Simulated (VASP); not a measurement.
Here is a VASP 6.6.1 calculation.

File INCAR:

```
  PREC = Accurate
  ENCUT = 600
  EDIFF = 1E-6
  ISMEAR = -1
  SIGMA = 0.05
  LREAL = F
  LASPH = T
  NELM = 80
  ALGO = Normal
  ISIF = 3
  LWAVE = F
  LCHARG = F
  GGA = PS
  IBRION = 2
  NSW = 80
  EDIFFG = -0.005
  PSTRESS = 100.0
```

KPOINTS

```
regular mesh
0
Gamma
  10 10 5
```

Contents of POSCAR:

```
Hf
1.0
    3.1967000000      0.0000000000      0.0000000000
   -1.5983500000      2.7684234083      0.0000000000
    0.0000000000      0.0000000000      5.0578000000
Hf
2
Direct
    0.6666666667      0.3333333333      0.7500000000
    0.3333333333      0.6666666667      0.2500000000
```

Potentials or basis: VASP PAW PBE potentials, release 64 (Hf_pv).

Command:

```sh
$ cat potpaw_PBE.64/Hf_pv/POTCAR > POTCAR
$ mpirun -np 1 vasp_std > vasp.out
```

(1) What does it give for the relaxed volume?

(2) Predict the relaxed cell.

(3) Estimate the space group after relaxing (to 0.05 Å).

(4) What does it give for the band gap on the k mesh?

Answers

(1) 19.92 Å³/atom.

(2) a = 3.073 Å, b = 3.073 Å, c = 4.870 Å, α = 90.00°, β = 90.00°, γ = 120.00°.

(3) P6_3/mmc (No. 194).

(4) zero (band 10 reaches 6.77 eV, above the bottom of band 11 at 5.22 eV).

Caveat: the cell is relaxed towards a set pressure, so the enthalpy falls and the energy may rise; the PAW data sets were made with another functional, which shifts forces and pressure a little; spin-orbit coupling is left out, which moves the levels of the heavy elements.
